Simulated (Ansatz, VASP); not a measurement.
**Zr2NbC2: VASP beside Ansatz**

The input INCAR:

```
PREC = Accurate
ENCUT = 600
EDIFF = 1E-6
ISMEAR = 0
SIGMA = 0.1
LREAL = F
LASPH = T
NELM = 100
ALGO = Normal
ISIF = 3
LWAVE = F
LCHARG = F
GGA = PE
IBRION = 2
NSW = 100
EDIFFG = -0.01
```

KPOINTS

```
regular mesh
0
Gamma
  10 10 8
```

Contents of POSCAR:

```
Zr2NbC2
1.0
    3.7854168020      0.0000000000      0.0000000000
    0.0000000000      3.7854168020      0.0000000000
    0.0000000000      0.0000000000      4.8416319868
Zr Nb C
2 1 2
Direct
    0.5000000000      0.0000000000      0.5000000000
    0.0000000000      0.5000000000      0.5000000000
    0.0000000000      0.0000000000      0.0000000000
    0.5000000000      0.5000000000      0.8531158573
    0.5000000000      0.5000000000      0.1468841427
```

Input for Ansatz:

```yaml
crystal:
  lattice:
    - [3.785416802, 0.0, 0.0]
    - [0.0, 3.785416802, 0.0]
    - [0.0, 0.0, 4.8416319868]
  atoms:
    - { symbol: Zr, position: [0.5, 0.0, 0.5] }
    - { symbol: Zr, position: [0.0, 0.5, 0.5] }
    - { symbol: Nb, position: [0.0, 0.0, 0.0] }
    - { symbol: C, position: [0.5, 0.5, 0.8531158573] }
    - { symbol: C, position: [0.5, 0.5, 0.1468841427] }
basis:
  ecutwfc: 420
kpoints:
  mp_grid: { grid: [10, 10, 8] }
hamiltonian:
  xc: pbe
scf:
  occupations: { method: gaussian, width: 0.1 }
output:
  forces: true
  stress: true
  eigenvalues: true
  write_density: true
  write_potential: true
  elf: true
  volumetric_format: npy
relax:
  adjacent_minimum: "off"
  f_tol: 0.01
  max_steps: 80
  cell: { stress_tol: 0.05 }
```

Change from the starting cell: species swapped into the BaAs2Pd2 type (P4/mmm, No. 123).

Alike in both runs: task relaxation of cell and atoms; functional PBE; k mesh 10 × 10 × 8; occupations gaussian, width 0.1 eV; no spin polarisation.

|  | VASP | Ansatz |
| --- | --- | --- |
| version | VASP 6.6.1 | Ansatz 0.2.0 |
| potentials or method | VASP PAW PBE potentials, release 64 (Zr_sv, Nb_sv, C), cutoff 600 eV | scalar-relativistic, plane waves, PAW |
| valence electrons in the cell | 45 | 45 |

VASP gave:

- gap on the k mesh at the Fermi level, each at its own relaxed structure (eV): none
- relaxed volume (Å³/atom): 13.84
- relaxed length of the cell vector where the two differ most in proportion (Å): 3.770

Problem. Estimate Ansatz's values.

Solution. gap on the k mesh at the Fermi level, each at its own relaxed structure (eV): none; relaxed volume (Å³/atom): 13.83; relaxed length of the cell vector where the two differ most in proportion (Å): 3.769.

A gap of «none» marks a metal or a gap that the smearing closes.
